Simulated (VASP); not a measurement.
# Se (P3_121) in VASP: notebook

Runs on Se. Level: PBE+D3(BJ). Tasks: single point.

Everything below comes from runs of VASP 6.6.1. Logs are shortened: lines on timing, memory, paths and dates and some standing lists are left out, and cuts for length are marked.

### Step 1. The cell of the first run

It takes space group P3_121 (No. 152, trigonal). Conventional cell: a = 3.941 Å, b = 3.941 Å, c = 5.172 Å, α = 90.00°, β = 90.00°, γ = 120.00°. Within 3.2 Å of Se (site symmetry 2) lie 6 Se at 2.41 to 3.14 Å.

### Step 2. Single point, PBE+D3(BJ) (volume 23.191 Å^3 an atom, c/a of the conventional cell 1.3122)

Input file INCAR:

```
PREC     = Accurate       # precision mode
ENCUT    = 520            # plane-wave cutoff, eV
EDIFF    = 1E-6           # SCF threshold, eV
ISMEAR   = 0              # smearing method
SIGMA    = 0.05           # smearing width, eV
LREAL    = False          # projectors in reciprocal space
LASPH    = True           # aspherical terms in the spheres
NELM     = 60             # most SCF steps
ALGO     = Normal         # electronic algorithm
ISIF     = 2              # what is computed and relaxed
LWAVE    = False          # write WAVECAR
LCHARG   = True           # write CHGCAR
GGA      = PE             # functional
IVDW     = 12             # dispersion correction
LELF     = True           # ELF
LVHAR    = True         
NBANDS   = 16             # bands
```

Input file KPOINTS:

```
Automatic mesh
0
Gamma
  12 12 8
```

Input file POSCAR:

```
Se
1.0
    3.9412745458      0.0000000000      0.0000000000
   -1.9706372729      3.4132438799      0.0000000000
    0.0000000000      0.0000000000      5.1717404590
Se
3
Direct
    0.2473450684      0.0000000000      0.3333333333
    0.0000000000      0.2473450684      0.6666666667
    0.7526549316      0.7526549316      0.0000000000
```

Potentials or basis: VASP PAW PBE potentials, release 64 (Se).

Launch:

```
> cat potpaw_PBE.64/Se/POTCAR > POTCAR
> mpirun -np 1 vasp_std > vasp.out
```

OUTCAR:

```text
PREC = Accurate
   ENCUT = 520
   EDIFF = 1E-6
   ISMEAR = 0
   LREAL = False
   LASPH = True
   NELM = 60
   ISIF = 2
   GGA = PE
   IVDW = 12
 IVDW          = 12

 ion  position               nearest neighbor table
   1  0.247  0.000  0.333-   3 2.41   2 2.41
   2  0.000  0.247  0.667-   3 2.41   1 2.41
   3  0.753  0.753  0.000-   2 2.41   1 2.41

  LATTYP: Found a hexagonal cell.
 ALAT       =     3.9412745458
 C/A-ratio  =     1.3122000000

  Lattice vectors:

 A1 = (   3.9412745458,   0.0000000000,   0.0000000000)
 A2 = (  -1.9706372729,   3.4132438799,   0.0000000000)
 A3 = (   0.0000000000,   0.0000000000,   5.1717404590)

Analysis of symmetry for initial positions (statically):
=====================================================================
 Subroutine PRICEL returns:
 Original cell was already a primitive cell.

 Routine SETGRP: Setting up the symmetry group for a
 hexagonal supercell.

 Subroutine GETGRP returns: Found  6 space group operations
 (whereof  2 operations were pure point group operations)
 out of a pool of 24 trial point group operations.

The static configuration has the point symmetry C_2 .
 The point group associated with its full space group is D_3 .

Analysis of symmetry for dynamics (positions and initial velocities):
=====================================================================
 Subroutine PRICEL returns:
 Original cell was already a primitive cell.

 Routine SETGRP: Setting up the symmetry group for a
 hexagonal supercell.

 Subroutine GETGRP returns: Found  6 space group operations
 (whereof  2 operations were pure point group operations)
 out of a pool of 24 trial point group operations.

The dynamic configuration has the point symmetry C_2 .
 The point group associated with its full space group is D_3 .

 Subroutine INISYM returns: Found  6 space group operations
 (whereof  2 operations are pure point group operations),
 and found     1 'primitive' translations

----------------------------------------------------------------------------------------

                                     Primitive cell

  volume of cell :      69.5730

  direct lattice vectors                    reciprocal lattice vectors
     3.941274546  0.000000000  0.000000000     0.253725029  0.146488214  0.000000000
    -1.970637273  3.413243880  0.000000000     0.000000000  0.292976428  0.000000000
     0.000000000  0.000000000  5.171740459     0.000000000  0.000000000  0.193358504

  length of vectors
     3.941274546  3.941274546  5.171740459     0.292976428  0.292976428  0.193358504

  position of ions in fractional coordinates (direct lattice)
     0.247345068  0.000000000  0.333333333
     0.000000000  0.247345068  0.666666667
     0.752654932  0.752654932  0.000000000

  ion indices of the primitive-cell ions
   primitive index   ion index
                 1           1
                 2           2
                 3           3

----------------------------------------------------------------------------------------

 KPOINTS: Automatic mesh

Automatic generation of k-mesh.
 Grid dimensions read from file:
 generate k-points for:   12   12    8

 Generating k-lattice:

  Cartesian coordinates                     Fractional coordinates (reciprocal lattice)
     0.021143752  0.012207351  0.000000000     0.083333333  0.000000000  0.000000000
     0.000000000  0.024414702  0.000000000     0.000000000  0.083333333  0.000000000
     0.000000000  0.000000000  0.024169813     0.000000000  0.000000000  0.125000000

  Length of vectors
     0.024414702  0.024414702  0.024169813

  Shift w.r.t. Gamma in fractional coordinates (k-lattice)
     0.000000000  0.000000000  0.000000000

 Subroutine IBZKPT returns following result:
 ===========================================

 Found    131 irreducible k-points:

 Following reciprocal coordinates:
            Coordinates               Weight
  0.000000  0.000000  0.000000      1.000000
  0.083333  0.000000  0.000000      6.000000
  0.166667 -0.000000  0.000000      6.000000
  0.250000 -0.000000  0.000000      6.000000
  0.333333  0.000000  0.000000      6.000000
  0.416667  0.000000  0.000000      6.000000
[... 16 lines left out ...]
  0.166667 -0.000000  0.125000      6.000000
  0.000000  0.166667  0.125000      6.000000
 [... further k-points ...]
   k-points           NKPTS =    131   k-points in BZ     NKDIM =    131   number of bands    NBANDS=     16
   number of dos      NEDOS =    301   number of ions     NIONS =      3
   total plane-waves  NPLWV =  36000
   dimension x,y,z NGX =    30 NGY =   30 NGZ =   40
   dimension x,y,z NGXF=    60 NGYF=   60 NGZF=   80
   ions per type =               3
   NGX,Y,Z   is equivalent  to a cutoff of  12.65, 12.65, 12.86 a.u.
   NGXF,Y,Z  is equivalent  to a cutoff of  25.31, 25.31, 25.72 a.u.
 SYSTEM =  unknown system
   PREC   = accura    normal or accurate (medium, high low for compatibility)
   ISTART =      0    job   : 0-new  1-cont  2-samecut
   ICHARG =      2    charge: 1-file 2-atom 10-const
   ISPIN  =      1    spin polarized calculation?
   LNONCOLLINEAR =      F non collinear calculations
   LSORBIT =      F    spin-orbit coupling
   LASPH  =      T    aspherical Exc in radial PAW
   ENCUT  =  520.0 eV  38.22 Ry    6.18 a.u.   7.33  7.33  9.62*2*pi/ulx,y,z
   NELM   =     60;   NELMIN=  2; NELMDL= -5     # of ELM steps
   EDIFF  = 0.1E-05   stopping-criterion for ELM
   LREAL  =      F    real-space projection
   EDIFFG = 0.1E-04   stopping-criterion for IOM
   NSW    =      0    number of steps for IOM
   IBRION =     -1    ionic relax: 0-MD 1-quasi-New 2-CG
   NFREE  =      0    steps in history (QN), initial steepest desc. (CG)
   ISIF   =      2    stress and relaxation
   ISYM   =      2    0-nonsym 1-usesym 2-fastsym
   POTIM  = 0.5000    time-step for ionic-motion
   TEBEG  =    0.0;   TEEND  =   0.0 temperature during run
   PSTRESS=    0.0 pullay stress
   NELECT =      18.0000    total number of electrons
   NUPDOWN=      -1.0000    fix difference up-down
   EMIN   =  10.00;   EMAX   =-10.00  energy-range for DOS
   EFERMI =   0.00;   METHOD = LEGACY
   ISMEAR =     0;   SIGMA  =   0.05  broadening in eV -4-tet -1-fermi 0-gaus
   EFERMI_NEDOS =   21; number of points for ismear=-14 and -15
   IALGO  =     38    algorithm
   IMIX   =      4    mixing-type and parameters
     AMIX     =   0.40;   BMIX     =  1.00
     AMIX_MAG =   1.60;   BMIX_MAG =  1.00
  volume/ion in A,a.u.               =      23.19       156.50
  Fermi-wavevector in a.u.,A,eV,Ry     =   1.043163  1.971292 14.805705  1.088189
  Thomas-Fermi vector in A             =   2.177860
   LORBIT       =      0    0 simple, 1 ext, 2 COOP (PROOUT), +10 PAW based schemes
   GGA     = PE    functional components
   LHFCALC =     F    Hartree Fock is set to
   AEXX    =    0.0000 exact exchange contribution
   IVDW    =    12    specifies the selected vdW correction
   LEPSILON=     F    determine dielectric tensor
   LRPA    =     F    only Hartree local field effects (RPA)
 non-spin polarized calculation
 Gauss-broadening in eV      SIGMA  =   0.05
  energy-cutoff  :      520.00
  volume of cell :       69.57
 maximum number of plane-waves:      1904
 NGX is ok and might be reduce to    30
   NGX = 15   NGY = 15   NGZ = 19

 number of electron      18.0000000 magnetization

 Free energy of the ion-electron system (eV)
  ---------------------------------------------------
  ext. energy  EPLUGINS =         0.00000000
  ---------------------------------------------------
  free energy    TOTEN  =       -10.32243757 eV

  energy without entropy =      -10.32243723  energy(sigma->0) =      -10.32243740

 E-fermi :   4.4295     XC(G=0):  -9.6944

 val. band max:        4.3037153621   @ k =   0.3333   0.3333   0.5000
 cond. band min:       4.5487675521   @ k =   0.3333   0.3333   0.5000
 fundamental gap:      0.2450521900
 Fermi energy:         4.4295368948

 k-point     1 :       0.0000    0.0000    0.0000
  band No.  band energies     occupation
      1     -12.0683      2.00000
      2      -7.8607      2.00000
      3      -7.8607      2.00000
      4       0.6277      2.00000
      5       0.8639      2.00000
      6       0.8639      2.00000
[... 8 lines left out ...]
     15      11.4213      0.00000
     16      12.6797      0.00000

 k-point     2 :       0.0833    0.0000    0.0000
  band No.  band energies     occupation
      1     -12.0162      2.00000
      2      -7.8747      2.00000
      3      -7.8426      2.00000
      4       0.1405      2.00000
      5       0.6038      2.00000
      6       0.8879      2.00000
[... 8 lines left out ...]
     15      11.7164      0.00000
     16      12.5047      0.00000

 k-point     3 :       0.1667   -0.0000    0.0000
  band No.  band energies     occupation
      1     -11.8652      2.00000
      2      -7.9293      2.00000
      3      -7.7916      2.00000
      4      -0.5906      2.00000
      5       0.1524      2.00000
      6       0.7056      2.00000
[... 8 lines left out ...]
     15      12.1955      0.00000
     16      12.5982      0.00000

 k-point     4 :       0.2500   -0.0000    0.0000
  band No.  band energies     occupation
      1     -11.6329      2.00000
      2      -8.0511      2.00000
      3      -7.7185      2.00000
      4      -1.1704      2.00000
      5      -0.2868      2.00000
      6       0.4519      2.00000
[... 8 lines left out ...]
     15      12.6747      0.00000
     16      13.2062      0.00000
[... 324 lines left out ...]
 k-point    22 :       0.0000    0.0833    0.1250
  band No.  band energies     occupation
      1     -11.9446      2.00000
      2      -8.7420      2.00000
      3      -6.9552      2.00000
      4       0.1716      2.00000
      5       0.3252      2.00000
      6       1.0667      2.00000
[... 8 lines left out ...]
     15      11.8690      0.00000
     16      12.1827      0.00000

 k-point    23 :       0.1667   -0.0000    0.1250
  band No.  band energies     occupation
      1     -11.7958      2.00000
      2      -8.6784      2.00000
      3      -7.0569      2.00000
      4      -0.5644      2.00000
      5       0.3102      2.00000
      6       0.7527      2.00000
[... 8 lines left out ...]
     15      11.9495      0.00000
     16      12.3182      0.00000

 k-point    24 :       0.0000    0.1667    0.1250
  band No.  band energies     occupation
      1     -11.7942      2.00000
      2      -8.7056      2.00000
      3      -7.0068      2.00000
      4      -0.5011      2.00000
      5      -0.2008      2.00000
      6       0.8305      2.00000
[... 8 lines left out ...]
     15      12.1900      0.00000
     16      12.8536      0.00000

 [... further k-points ...]

------------------------ aborting loop because EDIFF is reached ----------------------------------------

 Edisp (eV)   -1.13292

 E8    (eV) :    -0.4684

  FORCE on cell =-STRESS in cart. coord.  units (eV):
  Direction    XX          YY          ZZ          XY          YZ          ZX
  --------------------------------------------------------------------------------------
  -------------------------------------------------------------------------------------
  Total       1.33642     1.33642     1.38435     0.00000    -0.00000     0.00000
  in kB      30.77615    30.77615    31.87982     0.00000    -0.00000     0.00000
  external pressure =       31.14 kB  Pullay stress =        0.00 kB

 VOLUME and BASIS-vectors are now :
 -----------------------------------------------------------------------------
  energy-cutoff  :      520.00
  volume of cell :       69.57
      direct lattice vectors                 reciprocal lattice vectors
     3.941274546  0.000000000  0.000000000     0.253725029  0.146488214  0.000000000
    -1.970637273  3.413243880  0.000000000     0.000000000  0.292976428  0.000000000
     0.000000000  0.000000000  5.171740459     0.000000000  0.000000000  0.193358504

 POSITION                                       TOTAL-FORCE (eV/Angst)
 -----------------------------------------------------------------------------------
      0.97485      0.00000      1.72391         0.381109      0.000000      0.000000
     -0.48743      0.84425      3.44783        -0.190555      0.330050     -0.000000
      1.48321      2.56899      0.00000        -0.190555     -0.330050     -0.000000
 -----------------------------------------------------------------------------------
    total drift:                               -0.000001     -0.000001     -0.000000

  FREE ENERGIE OF THE ION-ELECTRON SYSTEM (eV)
  ---------------------------------------------------
  free  energy   TOTEN  =       -11.4553554246 eV

  energy  without entropy=      -11.4553550843  energy(sigma->0) =      -11.45535525
```

Run time: 48 s. Hardware: 1 thread of Intel Xeon 6975P-C (Granite Rapids), shared host; peak memory 0.25 GiB.

What came out:

```yaml
Free_energy: -11.4554 eV
Pressure: 3.1 GPa
Largest_force: 0.381 eV/Å
Band_gap_on_the_k_mesh: 0.25 eV, direct
Dispersion_energy_per_atom: -0.378 eV
```

Forces in eV/Å, atoms in the order of the input:
```
Se   0.381  0.000  0.000
Se  -0.191  0.330  0.000
Se  -0.191 -0.330  0.000
```

Stress tensor (GPa, compression positive):
```
3.08 0.00 0.00
0.00 3.08 0.00
0.00 0.00 3.19
```

Levels at points of the mesh, in eV from the valence-band top:
```
           k point  band 7  band 8  band 9  band 10  band 11  band 12
(0.00, 0.00, 0.00)   -1.91   -1.91   -0.53     1.44     1.44     2.26
(0.50, 0.00, 0.00)   -3.91   -1.58   -1.04     1.42     1.73     4.24
(0.00, 0.00, 0.50)   -1.52   -1.31   -1.31     0.86     1.09     1.09
(0.50, 0.00, 0.50)   -2.58   -2.16   -0.23     1.09     2.42     3.11
```

### Step 3. Single point, PBE+D3(BJ) (volume 23.191 Å^3 an atom, c/a of the conventional cell 1.2108)

Input file INCAR:

```
PREC = Accurate
ENCUT = 520
EDIFF = 1E-6
ISMEAR = 0
SIGMA = 0.05
LREAL = False
LASPH = True
NELM = 100
ALGO = Normal
ISIF = 2
LWAVE = False
LCHARG = True
GGA = PE
IVDW = 12
LELF = True
LVHAR = True
NBANDS = 16
```

KPOINTS is that of step 2.

Input file POSCAR:

```
Se
1.0
    4.0483609670      0.0000000000      0.0000000000
   -2.0241804835      3.5059834411      0.0000000000
    0.0000000000      0.0000000000      4.9017554588
Se
3
Direct
    0.2473450684      0.0000000000      0.3333333333
    0.0000000000      0.2473450684      0.6666666667
    0.7526549316      0.7526549316      0.0000000000
```

Potentials or basis: VASP PAW PBE potentials, release 64 (Se).

Launch:

```
> cat potpaw_PBE.64/Se/POTCAR > POTCAR
> mpirun -np 1 vasp_std > vasp.out
```

Run time: 48 s. Hardware: 1 thread of Intel Xeon 6975P-C (Granite Rapids), shared host; peak memory 0.24 GiB.

It converged, with:

```
Free energy                : -11.4083 eV
Pressure                   : 5.2 GPa
Largest force              : 0.517 eV/Å
Band gap on the k mesh     : 0.69 eV, indirect (least direct gap 0.89 eV)
Dispersion energy per atom : -0.377 eV
```

Forces in eV/Å, atoms in the order of the input:
```
Se   0.517  0.000  0.000
Se  -0.258  0.448  0.000
Se  -0.258 -0.448  0.000
```

Stress tensor (GPa, compression positive):
```
3.91 0.00 0.00
0.00 3.91 0.00
0.00 0.00 7.66
```

Levels at points of the mesh, in eV from the valence-band top:
```
           k point  band 6  band 7  band 8  band 9  band 10  band 11  band 12  band 13
(0.00, 0.00, 0.00)   -3.82   -2.33   -2.33   -0.81     1.52     1.52     1.82     6.18
(0.50, 0.00, 0.00)   -4.28   -3.80   -1.76   -1.20     1.47     1.67     4.16     4.51
(0.00, 0.00, 0.50)   -3.60   -1.78   -1.78   -1.62     0.69     0.69     0.84     5.53
(0.50, 0.00, 0.50)   -4.69   -2.79   -2.18   -0.04     1.54     2.67     2.89     5.98
```

 A k mesh can miss the band edges.

(Continued in part 2 of 2.)
